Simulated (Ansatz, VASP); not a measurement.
## Ti in VASP and in Ansatz

Contents of INCAR:

```
SYSTEM = Ti
ALGO = Fast ; EDIFF = 1E-6
ENCUT = 520 ; GGA = CA
ISIF = 2 ; ISMEAR = 0
LASPH = .True. ; LCHARG = .False.
LREAL = .False. ; LWAVE = .False.
NBANDS = 12 ; NELM = 80
PREC = Accurate ; SIGMA = 0.15
```

Contents of KPOINTS:

```
k-points
0
Gamma
  20 20 20
  0 0 0
```

The input POSCAR:

```
Ti
1.0
   -1.6902300000      1.6902300000      1.5917700000
    1.6902300000     -1.6902300000      1.5917700000
    1.6902300000      1.6902300000     -1.5917700000
Ti
1
Direct
    0.0000000000      0.0000000000      0.0000000000
```

Input for Ansatz:

```yaml
crystal:
  lattice:
    - [-1.69023, 1.69023, 1.59177]
    - [1.69023, -1.69023, 1.59177]
    - [1.69023, 1.69023, -1.59177]
  atoms:
    - { symbol: Ti, position: [0.0, 0.0, 0.0] }
basis:
  ecutwfc: 420
kpoints:
  mp_grid: { grid: [20, 20, 20] }
hamiltonian:
  xc: lda
scf:
  occupations: { method: gaussian, width: 0.15 }
output:
  forces: true
  stress: true
  eigenvalues: true
```

Change from the starting cell: strain +0.030 along x and y, -0.030 along z, atoms carried along.

Alike in both runs: task single point; functional LDA; k mesh 20 × 20 × 20; occupations gaussian, width 0.15 eV; no spin polarisation.

|  | VASP | Ansatz |
| --- | --- | --- |
| version | VASP 6.6.1 | Ansatz 0.2.0 |
| potentials or method | VASP PAW LDA potentials, release 64 (Ti_sv), cutoff 520 eV | scalar-relativistic, plane waves, PAW |
| valence electrons in the cell | 12 | 12 |

|  | VASP | Ansatz | Ansatz less VASP |
| --- | --- | --- | --- |
| gap on the k mesh at the Fermi level (eV) | none | none | - |
| pressure (GPa) | -13.0 | -12.9 | +0.05 |
| traceless stress, the component that is largest in VASP (GPa) | -1.22 | -1.23 | -0.009 |

LDA's correlation is that of Perdew and Zunger in VASP and of Perdew and Wang (1992) in Ansatz. A gap of «none» marks a metal or a gap that the smearing closes.
